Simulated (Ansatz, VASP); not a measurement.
## Cs2Ti in VASP and in Ansatz

```
Cs Ti
1.0
     7.14686    0.00000    0.00000
     0.00000    7.14686    0.00000
     0.00000    0.00000    3.68389
Cs Ti
2 1
Cartesian
  0.0000 3.5734 1.8419
  3.5734 0.0000 1.8419
  3.5734 3.5734 0.0000
```

Alike in both runs: functional PBE; k mesh 8 × 8 × 12; occupations gaussian, width 0.1 eV; no spin polarisation.

Ansatz relaxed the structure, and its values are those at the end. VASP's run is a single point on that final structure, the one shown.

|  | VASP | Ansatz |
| --- | --- | --- |
| version | VASP 6.6.1 | Ansatz 0.2.0 |
| potentials or method | VASP PAW PBE potentials, release 64 (Cs_sv, Ti_sv), cutoff 520 eV | scalar-relativistic, plane waves, PAW |
| valence electrons in the cell | 30 | 30 |

|  | VASP | Ansatz | Ansatz less VASP |
| --- | --- | --- | --- |
| gap on the k mesh at the Fermi level (eV) | none | none | - |
| pressure (GPa) | 0.0 | 0.0 | 0.00 |

A gap of «none» marks a metal or a gap that the smearing closes. With one functional, cell and mesh, what is left measures potentials, basis and numerics.

Neither program's run includes spin-orbit coupling.
